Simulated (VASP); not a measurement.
# Zn (P6_3/mmc) in VASP: single point with LDA

Aim: the single point of Zn with LDA.

Everything below comes from runs of VASP 6.6.1. Logs are shortened: lines on timing, memory, paths and dates and some standing lists are left out, and cuts for length are marked.

## 1. The cell of the first run

It takes space group P6_3/mmc (No. 194, hexagonal). Conventional cell: a = 2.534 Å, b = 2.534 Å, c = 4.319 Å, α = 90.00°, β = 90.00°, γ = 120.00°. Zn (site symmetry -6m2) has 12 Zn at 2.53 to 2.61 Å within 3.3 Å.

## 2. Single point, LDA

INCAR

```
SYSTEM = Zn
ALGO     = Fast           ! electronic algorithm
EDIFF    = 1E-6           ! SCF threshold, eV
ENCUT    = 520            ! plane-wave cutoff, eV
ISIF     = 2              ! what is computed and relaxed
ISMEAR   = 0              ! smearing method
LASPH    = .TRUE.         ! aspherical terms in the spheres
LCHARG   = .FALSE.        ! write CHGCAR
LREAL    = .FALSE.        ! projectors in reciprocal space
LWAVE    = .FALSE.        ! write WAVECAR
NBANDS   = 19             ! bands
NELM     = 80             ! most SCF steps
PREC     = Accurate       ! precision mode
SIGMA    = 0.1            ! smearing width, eV
```

KPOINTS

```
k-points
0
G
  57 57 26
  0 0 0
```

POSCAR

```
Zn
1.0
    2.5335416291      0.0000000000      0.0000000000
   -1.2667708146      2.1941114124      0.0000000000
    0.0000000000      0.0000000000      4.3188261382
Zn
2
Direct
    0.3333333333      0.6666666667      0.2500000000
    0.6666666667      0.3333333333      0.7500000000
```

Potentials or basis: VASP PAW LDA potentials, release 64 (Zn).

Launch:

```console
> cat potpaw_LDA.64/Zn/POTCAR > POTCAR
> mpirun -np 1 vasp_std > vasp.out
```

OUTCAR:

```text
SYSTEM = Zn
   EDIFF = 1E-6
   ENCUT = 520
   ISIF = 2
   ISMEAR = 0
   LASPH = .TRUE.
   LREAL = .FALSE.
   NELM = 80
   PREC = Accurate

 ion  position               nearest neighbor table
   1  0.333  0.667  0.250-   2 2.61   2 2.61   2 2.61   2 2.61   2 2.61   2 2.61
   2  0.667  0.333  0.750-   1 2.61   1 2.61   1 2.61   1 2.61   1 2.61   1 2.61

  LATTYP: Found a hexagonal cell.
 ALAT       =     2.5335416291
 C/A-ratio  =     1.7046596308

  Lattice vectors:

 A1 = (   2.5335416291,   0.0000000000,   0.0000000000)
 A2 = (  -1.2667708146,   2.1941114124,   0.0000000000)
 A3 = (   0.0000000000,   0.0000000000,   4.3188261382)

Analysis of symmetry for initial positions (statically):
=====================================================================
 Subroutine PRICEL returns:
 Original cell was already a primitive cell.

 Routine SETGRP: Setting up the symmetry group for a
 hexagonal supercell.

 Subroutine GETGRP returns: Found 24 space group operations
 (whereof 12 operations were pure point group operations)
 out of a pool of 24 trial point group operations.

The static configuration has the point symmetry D_3d.
 The point group associated with its full space group is D_6h.

Analysis of symmetry for dynamics (positions and initial velocities):
=====================================================================
 Subroutine PRICEL returns:
 Original cell was already a primitive cell.

 Routine SETGRP: Setting up the symmetry group for a
 hexagonal supercell.

 Subroutine GETGRP returns: Found 24 space group operations
 (whereof 12 operations were pure point group operations)
 out of a pool of 24 trial point group operations.

The dynamic configuration has the point symmetry D_3d.
 The point group associated with its full space group is D_6h.

 Subroutine INISYM returns: Found 24 space group operations
 (whereof 12 operations are pure point group operations),
 and found     1 'primitive' translations

----------------------------------------------------------------------------------------

                                     Primitive cell

  volume of cell :      24.0078

  direct lattice vectors                    reciprocal lattice vectors
     2.533541629  0.000000000  0.000000000     0.394704389  0.227882685  0.000000000
[... 83 lines left out ...]
   LASPH  =      T    aspherical Exc in radial PAW
   ENCUT  =  520.0 eV  38.22 Ry    6.18 a.u.   4.71  4.71  8.03*2*pi/ulx,y,z
   NELM   =     80;   NELMIN=  2; NELMDL= -5     # of ELM steps
   EDIFF  = 0.1E-05   stopping-criterion for ELM
   LREAL  =      F    real-space projection
   EDIFFG = 0.1E-04   stopping-criterion for IOM
   NSW    =      0    number of steps for IOM
   IBRION =     -1    ionic relax: 0-MD 1-quasi-New 2-CG
   NFREE  =      0    steps in history (QN), initial steepest desc. (CG)
   ISIF   =      2    stress and relaxation
   ISYM   =      2    0-nonsym 1-usesym 2-fastsym
   POTIM  = 0.5000    time-step for ionic-motion
   TEBEG  =    0.0;   TEEND  =   0.0 temperature during run
   PSTRESS=    0.0 pullay stress
   NELECT =      24.0000    total number of electrons
   NUPDOWN=      -1.0000    fix difference up-down
   EMIN   =  10.00;   EMAX   =-10.00  energy-range for DOS
   EFERMI =   0.00;   METHOD = LEGACY
   ISMEAR =     0;   SIGMA  =   0.10  broadening in eV -4-tet -1-fermi 0-gaus
   EFERMI_NEDOS =   21; number of points for ismear=-14 and -15
   IALGO  =     68    algorithm
   IMIX   =      4    mixing-type and parameters
     AMIX     =   0.40;   BMIX     =  1.00
     AMIX_MAG =   1.60;   BMIX_MAG =  1.00
  volume/ion in A,a.u.               =      12.00        81.01
  Fermi-wavevector in a.u.,A,eV,Ry     =   1.636921  3.093332 36.456959  2.679511
  Thomas-Fermi vector in A             =   2.728147
   LORBIT       =      0    0 simple, 1 ext, 2 COOP (PROOUT), +10 PAW based schemes
   GGA     = CA    functional components
   LHFCALC =     F    Hartree Fock is set to
   AEXX    =    0.0000 exact exchange contribution
   IVDW    =     0    specifies the selected vdW correction
   LEPSILON=     F    determine dielectric tensor
   LRPA    =     F    only Hartree local field effects (RPA)
 non-spin polarized calculation
 RMM-DIIS sequential band-by-band and
 Gauss-broadening in eV      SIGMA  =   0.10
  energy-cutoff  :      520.00
  volume of cell :       24.01
 maximum number of plane-waves:       662
 NGX is ok and might be reduce to    20
   NGX =  9   NGY =  9   NGZ = 17

 number of electron      24.0000005 magnetization

 Free energy of the ion-electron system (eV)
  ---------------------------------------------------
  ext. energy  EPLUGINS =         0.00000000
  ---------------------------------------------------
  free energy    TOTEN  =        -3.61333682 eV

  energy without entropy =       -3.61165368  energy(sigma->0) =       -3.61249525

 E-fermi :   5.0312     XC(G=0): -13.2155

 val. band max:        5.0312130185   @ k =   0.3158   0.0702   0.0385
 cond. band min:       5.0342995455   @ k =   0.3158   0.2281   0.1923
 fundamental gap:      0.0030865271
 Fermi energy:         5.0312154954

 k-point     1 :       0.0000    0.0000    0.0000
  band No.  band energies     occupation
      1      -7.6517      2.00000
      2      -4.9553      2.00000
      3      -3.8185      2.00000
      4      -3.6525      2.00000
      5      -3.6525      2.00000
      6      -3.5354      2.00000
[... 505 lines left out ...]
      6      -3.5144      2.00000
[... 11 lines left out ...]
     18      20.5053      0.00000
     19      23.3411      0.00000

 [... further k-points ...]

------------------------ aborting loop because EDIFF is reached ----------------------------------------

  FORCE on cell =-STRESS in cart. coord.  units (eV):
  Direction    XX          YY          ZZ          XY          YZ          ZX
  --------------------------------------------------------------------------------------
  -------------------------------------------------------------------------------------
  Total        2.4144916      2.4144916      2.3758608     -0.0000000      0.0000000      0.0000000
  in kB      161.1327579    161.1327579    158.5547054     -0.0000000      0.0000000      0.0000000
  external PRESSURE =     160.2734071 kB  Pullay stress =       0.0000000 kB

 VOLUME and BASIS-vectors are now :
 -----------------------------------------------------------------------------
  energy-cutoff  :      520.00
  volume of cell :       24.01
      direct lattice vectors                 reciprocal lattice vectors
     2.533541629  0.000000000  0.000000000     0.394704389  0.227882685  0.000000000
    -1.266770815  2.194111412  0.000000000     0.000000000  0.455765370  0.000000000
     0.000000000  0.000000000  4.318826138     0.000000000  0.000000000  0.231544398

 POSITION                                       TOTAL-FORCE (eV/Angst)
 -----------------------------------------------------------------------------------
     -0.00000      1.46274      1.07971         0.000000      0.000000      0.000000
      1.26677      0.73137      3.23912        -0.000000      0.000000      0.000000
 -----------------------------------------------------------------------------------
    total drift:                                0.000000     -0.000000      0.000000

  FREE ENERGIE OF THE ION-ELECTRON SYSTEM (eV)
  ---------------------------------------------------
  free  energy   TOTEN  =        -3.6133368165 eV

  energy  without entropy=       -3.6116536768  energy(sigma->0) =       -3.61249525
```

stdout:

```text
POSCAR found type information on POSCAR Zn
 POSCAR found :  1 types and       2 ions
 scaLAPACK will be used
 LDA part: xc-table for (Slater(with rela. corr.)+CA(PZ))
 , standard interpolation
 POSCAR, INCAR and KPOINTS ok, starting setup
 FFT: planning ... GRIDC
 FFT: planning ... GRID_SOFT
 FFT: planning ... GRID
 WAVECAR not read
 entering main loop
WARNING in EDDRMM: call to ZHEGV failed, returncode =   6  3     16
WARNING in EDDRMM: call to ZHEGV failed, returncode =   8  4     19
WARNING in EDDRMM: call to ZHEGV failed, returncode =   8  4     18
WARNING in EDDRMM: call to ZHEGV failed, returncode =   6  3     18
WARNING in EDDRMM: call to ZHEGV failed, returncode =   8  4     15
WARNING in EDDRMM: call to ZHEGV failed, returncode =   6  3     16
WARNING in EDDRMM: call to ZHEGV failed, returncode =   8  4     16
WARNING in EDDRMM: call to ZHEGV failed, returncode =   8  4     16
WARNING in EDDRMM: call to ZHEGV failed, returncode =   8  4     16
WARNING in EDDRMM: call to ZHEGV failed, returncode =   6  3     18
[... 38 lines left out ...]
WARNING in EDDRMM: call to ZHEGV failed, returncode =   6  3     17
WARNING in EDDRMM: call to ZHEGV failed, returncode =   8  4     16
WARNING in EDDRMM: call to ZHEGV failed, returncode =   6  3     18
WARNING in EDDRMM: call to ZHEGV failed, returncode =   8  4     19
WARNING in EDDRMM: call to ZHEGV failed, returncode =   8  4     18
WARNING in EDDRMM: call to ZHEGV failed, returncode =   8  4     19
WARNING in EDDRMM: call to ZHEGV failed, returncode =   8  4     18
WARNING in EDDRMM: call to ZHEGV failed, returncode =   6  3     18
WARNING in EDDRMM: call to ZHEGV failed, returncode =   8  4     19
WARNING in EDDRMM: call to ZHEGV failed, returncode =   8  4     18
```

It took 33 min on 1 thread of Oxide Virtual Turin-like, shared host; peak memory 1.4 GiB.

What came out:

```yaml
Free_energy: -3.6133 eV
Pressure: 16.0 GPa
Band_gap_on_the_k_mesh: zero (bands 12 and 13 overlap by 3.59 eV)
```

Levels at points of the mesh, in eV from the Fermi level:
```
           k point  band 9  band 10  band 11  band 12  band 13  band 14  band 15  band 16
(0.00, 0.00, 0.00)   -8.26    -7.79    -7.79    -4.58    -1.88    18.41    18.41    19.16
(0.00, 0.00, 0.50)   -7.96    -7.96    -7.96    -7.96     7.22     7.22    20.23    20.23
```

Caveat: the cell stands under pressure.
